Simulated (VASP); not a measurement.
## H6C2O: single point with PBE+D3(BJ)

The system is H6C2O.

```xyz
36
Lattice="7.2936 0.0000 0.0000 0.0000 7.2936 0.0000 0.0000 0.0000 7.2936" Properties=species:S:1:pos:R:3 pbc="T T T"
C     3.8676    5.2383    0.7342
C     2.6801    4.3162    0.5545
C     6.0991    4.7237    3.7544
C     6.9725    5.8897    4.1781
C     3.4946    1.0896    3.8544
C     3.3173    0.9693    5.3568
C     7.0671    2.5748   -0.5324
C     6.9215    1.6212    0.6315
O     3.0119    3.0098    1.0696
O     7.0164    6.8953    3.1242
O     4.0192    2.0384    5.9812
O     8.2308    1.1607    1.0386
H     2.1896    2.4618    1.1170
H     1.7969    4.7269    1.0864
H     2.4250    4.2381   -0.5236
H     3.6869    6.1931    0.2133
H     4.0547    5.4595    1.7965
H     4.7796    4.7818    0.3104
H     6.8654    7.7534    3.5482
H     6.5754    6.3522    5.0996
H     8.0024    5.5526    4.3890
H     6.1232    3.9311    4.5162
H     5.0535    5.0359    3.6316
H     6.4422    4.2946    2.7985
H     3.6752    2.2028    6.8904
H     2.2474    0.9945    5.6317
H     3.7143   -0.0078    5.7011
H     2.9957    0.2608    3.3304
H     3.0923    2.0403    3.4802
H     4.5604    1.0587    3.5869
H     8.0980    0.4607    1.7116
H     6.4182    2.1315    1.4794
H     6.2956    0.7591    0.3478
H     6.0645    2.8901   -0.8615
H     7.6567    3.4605   -0.2562
H     7.5584    2.0793   -1.3913
```

```yaml
Program: VASP 6.6.1
Task: single point
Functional: PBE
Dispersion: D3(BJ)
Potentials_or_basis: VASP PAW PBE potentials, release 64 (C, O, H)
Cutoff: 520 eV
k_mesh: 1 × 1 × 1
Occupations: fermi-dirac, width 0.02 eV
Spin: no spin polarisation
```

```json
{
  "Pressure": "-0.5 GPa",
  "Largest force": "0.209 eV/Å",
  "Band gap on the k mesh": "4.47 eV",
  "Dispersion energy per atom": "-0.036 eV"
}
```

Forces on the atoms (eV/Å):
```
C    0.132  0.124  0.012
C   -0.056  0.012 -0.073
C    0.049 -0.028  0.013
C   -0.044 -0.066  0.002
C   -0.021 -0.023  0.004
C    0.016 -0.077 -0.080
C   -0.076  0.025 -0.168
C   -0.087  0.043  0.065
O   -0.058  0.182 -0.086
O    0.063 -0.047  0.089
O    0.138  0.066 -0.130
O   -0.016  0.063 -0.066
H   -0.022 -0.187  0.058
H    0.098 -0.079 -0.050
H    0.035  0.025  0.179
H    0.028 -0.109  0.078
H   -0.023 -0.056 -0.151
H   -0.123  0.062  0.041
H   -0.037  0.106  0.017
H    0.056 -0.045 -0.060
H   -0.001  0.024 -0.028
H   -0.002  0.067 -0.069
H    0.022  0.006  0.019
H   -0.007  0.062  0.076
H   -0.067  0.038  0.157
H   -0.017 -0.002 -0.015
H   -0.017 -0.004  0.007
H   -0.009  0.025  0.014
H   -0.006 -0.025 -0.007
H   -0.020 -0.017  0.007
H   -0.015 -0.046  0.097
H    0.046 -0.070 -0.110
H    0.006  0.003  0.009
H    0.150 -0.066  0.047
H   -0.073 -0.067 -0.054
H   -0.039  0.084  0.155
```

Stress tensor (GPa, compression positive):
```
-0.34  0.09  0.27
 0.09 -0.68 -0.21
 0.27 -0.21 -0.60
```

Levels at points of the mesh, in eV from the valence-band top:
```csv
k point,band 37,band 38,band 39,band 40,band 41,band 42,band 43,band 44
"(0.00, 0.00, 0.00)",-0.96,-0.69,-0.38,0.00,4.47,5.76,6.30,6.45
```

Wall time 110 s on 1 thread of Intel Xeon 8259CL, with other jobs on the host, peak memory 0.36 GiB.

Caveat: the k points lie up to 0.86 Å⁻¹ apart.
